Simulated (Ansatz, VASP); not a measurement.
**Two plane-wave programs on Be**

File INCAR:

```
  PREC = Accurate
  ENCUT = 520
  EDIFF = 1E-6
  ISMEAR = 0
  SIGMA = 0.1
  LREAL = F
  LASPH = T
  NELM = 60
  ALGO = Normal
  ISIF = 2
  LWAVE = F
  LCHARG = F
  GGA = CA
  NBANDS = 12
```

File KPOINTS:

```
Automatic mesh
0
Gamma
  4 4 7
```

The input POSCAR:

```
Be
1.0
    3.7507200000      0.0584600000     -0.0113600000
    0.0584600000      3.7433900000      0.0045400000
   -0.0069200000      0.0027600000      2.2590000000
Be
4
Direct
    0.2950100000      0.3054400000      0.9947400000
    0.6954300000      0.7011800000      0.0039500000
    0.1962100000      0.8033200000      0.5064000000
    0.7964532684      0.2111266630      0.5019146022
```

Input for Ansatz:

```yaml
crystal:
  lattice:
    - [3.75072, 0.05846, -0.01136]
    - [0.05846, 3.74339, 0.00454]
    - [-0.00692, 0.00276, 2.259]
  atoms:
    - { symbol: Be, position: [0.29501, 0.30544, 0.99474] }
    - { symbol: Be, position: [0.69543, 0.70118, 0.00395] }
    - { symbol: Be, position: [0.19621, 0.80332, 0.5064] }
    - { symbol: Be, position: [0.7964532684202601, 0.21112666297826038, 0.5019146021599526] }
basis:
  ecutwfc: 540.0
  xc_grid: 2
kpoints:
  mp_grid:
    grid: [4, 4, 7]
hamiltonian:
  xc: lda
scf:
  convergence:
    dr2_threshold: 1.0e-09
  occupations:
    method: gaussian
    width: 0.1
output:
  forces: true
  stress: true
```

Alike in both runs: task single point; functional LDA; k mesh 4 × 4 × 7; occupations gaussian, width 0.1 eV; no spin polarisation.

|  | VASP | Ansatz |
| --- | --- | --- |
| version | VASP 6.6.1 | Ansatz 0.2.0 |
| potentials or method | VASP PAW LDA potentials, release 64 (Be), cutoff 520 eV | plane waves, PAW |
| valence electrons in the cell | 8 | 8 |

Ansatz gave:

```
pressure (GPa)                                                : -3.4
traceless stress, the component that is largest in VASP (GPa) : -5.89
rms of the force components (eV/Å)                            : 0.122
```

What did VASP give for the same quantities?

Pressure (GPa): -3.0; traceless stress, the component that is largest in VASP (GPa): -5.87; rms of the force components (eV/Å): 0.123.

LDA's correlation is that of Perdew and Zunger in VASP and of Perdew and Wang (1992) in Ansatz. Atom by atom the forces differ by 0.001 eV/Å (rms over components). Ansatz's warnings: stress scf threshold loose.

The k mesh is coarse, so the values compare programs but aren't converged.
